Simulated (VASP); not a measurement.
**P: single point with r2SCAN**

The system is P.

```xyz
1
Lattice="4.1447 0.0000 0.0000 0.0000 4.1447 0.0000 0.0000 0.0000 4.2467" Properties=species:S:1:pos:R:3 pbc="T T T"
P     0.0000    0.0000    0.0000
```

This cell differs from its parent crystal: strain -0.030 along x and y, -0.030 along z.

```json
{
 "Program": "VASP 6.6.1",
 "Task": "single point",
 "Functional": "r2SCAN",
 "Potentials or basis": "VASP PAW PBE potentials, release 64 (P)",
 "Cutoff": "520 eV",
 "k mesh": "12 × 12 × 12",
 "Occupations": "gaussian, width 0.15 eV",
 "Spin": "no spin polarisation"
}
```

| Property | Result |
| --- | --- |
| Pressure | -4.8 GPa |
| Band gap on the k mesh | zero (an odd number of electrons rules out a gap without spin polarisation) |

Stress tensor (GPa, compression positive):
```
-4.98  0.00  0.00
 0.00 -4.98  0.00
 0.00  0.00 -4.53
```

Levels at points of the mesh, in eV from the Fermi level:
| k point | band 1 | band 2 | band 3 | band 4 | band 5 | band 6 |
| --- | --- | --- | --- | --- | --- | --- |
| (0.00, 0.00, 0.00) | -9.26 | 0.55 | 0.68 | 0.68 | 5.17 | 8.09 |
| (0.50, 0.00, 0.00) | -9.03 | -1.01 | 0.74 | 0.87 | 7.33 | 8.15 |
| (0.50, 0.50, 0.00) | -8.80 | -0.65 | -0.65 | 0.91 | 6.13 | 9.06 |
| (0.00, 0.00, 0.50) | -9.07 | -0.96 | 0.84 | 0.84 | 7.31 | 8.08 |
| (0.50, 0.00, 0.50) | -8.84 | -0.70 | -0.59 | 1.00 | 6.10 | 9.06 |
| (0.50, 0.50, 0.50) | -8.64 | -0.39 | -0.39 | -0.29 | 7.37 | 7.46 |

It took 7.2 min on 1 thread of Oxide Virtual Turin-like Processor (shared host), peak memory 0.21 GiB.

Caveat: the cell differs from its parent crystal (strain -0.030 along x and y, -0.030 along z); the cell stands under tension; the nearest neighbours stand farther apart than a usual bond; the PAW data sets were made with another functional, which shifts forces and pressure a little; an odd number of electrons without spin polarisation forces a metal; a magnetic or distorted state may lie lower.
